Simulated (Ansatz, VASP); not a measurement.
**Sn in VASP and in Ansatz**

INCAR

```
SYSTEM = Sn
ALGO = Normal ; EDIFF = 1E-6
ENCUT = 520 ; ISIF = 2
ISMEAR = -1 ; LASPH = .TRUE.
LCHARG = .FALSE. ; LREAL = .FALSE.
LWAVE = .FALSE. ; NBANDS = 21
NELM = 100 ; PREC = Accurate
SIGMA = 0.03
```

KPOINTS

```
k-points
0
G
  9 9 9
  0 0 0
```

The input POSCAR:

```
Sn
1.0
    0.0000000000      3.3429680000      3.2456000000
    3.3429680000      0.0000000000      3.2456000000
    3.3429680000      3.3429680000      0.0000000000
Sn
2
Direct
    0.5000000000      0.5000000000      0.5000000000
    0.7500000000      0.7500000000      0.7500000000
```

Input for Ansatz:

```yaml
crystal:
  lattice:
    - [0.0, 3.342968, 3.2456]
    - [3.342968, 0.0, 3.2456]
    - [3.342968, 3.342968, 0.0]
  atoms:
    - { symbol: Sn, position: [0.5, 0.5, 0.5] }
    - { symbol: Sn, position: [0.75, 0.75, 0.75] }
kpoints:
  mp_grid: { grid: [9, 9, 9] }
  band_path:
    path:
      - [0.0, 0.0, 0.0]
      - [0.0, 0.5, 0.5]
      - [0.25, 0.75, 0.5]
      - [0.0, 0.5, 0.0]
      - [0.0, 0.0, 0.0]
      - [0.5, 0.5, 0.0]
      - [0.3826125, 0.6173875, 0.0]
      - [-0.3826125, 0.3826125, 0.0]
      - [0.0, 0.0, 0.0]
    npoints: 5
scf:
  occupations: { method: fermi_dirac, width: 0.03 }
hamiltonian:
  xc: lda
  pseudopotentials: { kind: all_electron, lapw: { basis_error: 0.00025 } }
output:
  forces: true
  stress: true
  eigenvalues: true
```

Change from the starting cell: equal xx and yy strain of +3 %.

Alike in both runs: task single point; functional LDA; k mesh 9 × 9 × 9; occupations fermi-dirac, width 0.03 eV; no spin polarisation.

|  | VASP | Ansatz |
| --- | --- | --- |
| version | VASP 6.6.1 | Ansatz 0.2.0 |
| potentials or method | VASP PAW LDA potentials, release 64 (Sn_d), cutoff 520 eV | all-electron LAPW, scalar-relativistic |

Ansatz gave:

- pressure (GPa): -2.5
- traceless stress, the component that is largest in VASP (GPa): 0.53

What did VASP give for the same quantities?

Pressure (GPa): -2.5; traceless stress, the component that is largest in VASP (GPa): 0.54.

LDA's correlation is that of Perdew and Zunger in VASP and of Perdew and Wang (1992) in Ansatz. Ansatz ran all-electron here, and VASP with PAW potentials.
